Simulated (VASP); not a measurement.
**Pt3Pb: electric field gradients with LDA**

The system is Pt3Pb.

```
Pt Pb
1.0
     4.05800   -0.02029   -0.02029
    -0.02029    4.05800   -0.02029
    -0.02029   -0.02029    4.05800
Pt Pb
3 1
Direct
  0.00000 0.50000 0.50000
  0.50000 0.00000 0.50000
  0.50000 0.50000 0.00000
  0.00000 0.00000 0.00000
```

This cell differs from its parent crystal: equal xy, yz and zx shear strains of -1 %.

```
Program                : VASP 6.6.1
Task                   : electric field gradients
Functional             : LDA
Potentials or basis    : VASP PAW LDA potentials, release 64 (Pt, Pb_d)
Cutoff                 : 520 eV
k mesh                 : 9 × 9 × 9
Occupations            : fermi-dirac, width 0.03 eV
Spin                   : no spin polarisation
Dipole correction      : no
Further INCAR settings : ALGO = Normal; EDIFF = 1e-08; NBANDS = 30
```

```yaml
Pressure: -2.2 GPa
Band_gap_on_the_k_mesh: zero (bands 22 and 23 overlap by 0.38 eV)
Largest_electric_field_gradient_by_atom: Pt -148.2; Pb -34.0 V/Å²
```

Stress tensor (GPa, compression positive):
```
-2.19  0.59  0.59
 0.59 -2.19  0.59
 0.59  0.59 -2.19
```

Levels at points of the mesh, in eV from the Fermi level:
```
           k point  band 18  band 19  band 20  band 21  band 22  band 23  band 24  band 25  band 26  band 27
(0.00, 0.00, 0.00)    -1.06    -1.01    -1.01    -0.43     0.08     0.08     0.10     1.55     6.13     6.13
```

Electric field gradients, principal values (V/Å²):
| atom | least | middle | greatest (by size) |
| --- | --- | --- | --- |
| 1 Pt | 70.462 | 77.752 | -148.213 |
| 2 Pt | 70.462 | 77.752 | -148.213 |
| 3 Pt | 70.462 | 77.752 | -148.213 |
| 4 Pb | 16.990 | 16.990 | -33.981 |

Run time: 50 s on 1 thread of AMD EPYC 9R45 96-Core Processor (Zen 5), with other jobs on the host, peak memory 0.23 GiB.

Caveat: the cell differs from its parent crystal (equal xy, yz and zx shear strains of -1 %); without QUAD_EFG the Cq values of the log hold for a quadrupole moment of 1 mb, not for the nuclei; spin-orbit coupling is left out, which moves the levels of the heavy elements.
